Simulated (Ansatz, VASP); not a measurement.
# NaH: VASP beside Ansatz

```
CELL_PARAMETERS angstrom
-0.01173 2.33967 2.33967
2.33967 -0.01173 2.33967
2.33967 2.33967 -0.01173
ATOMIC_POSITIONS crystal
Na 0.00000 0.00000 0.00000
H 0.50000 0.50000 0.50000
```

Change from the starting cell: equal xy, yz and zx engineering shears of -0.5 %.

Alike in both runs: task relaxation of the atoms; functional LDA; k mesh 8 × 8 × 8; no spin polarisation.

|  | VASP | Ansatz |
| --- | --- | --- |
| version | VASP 6.6.1 | Ansatz 0.2.0 |
| potentials or method | VASP PAW LDA potentials, release 64 (Na_pv, H), cutoff 520 eV | all-electron LAPW, scalar-relativistic |
| occupations | gaussian, width 0.01 eV | fixed |

```tsv
	VASP	Ansatz	Ansatz less VASP
gap on the k mesh at the Fermi level, each at its own relaxed structure (eV)	3.53	3.53	+0.003
```

LDA's correlation is that of Perdew and Zunger in VASP and of Perdew and Wang (1992) in Ansatz. Ansatz ran all-electron here, and VASP with PAW potentials.

Noted on VASP's run: the relaxation stopped at its first step, so nothing moved.
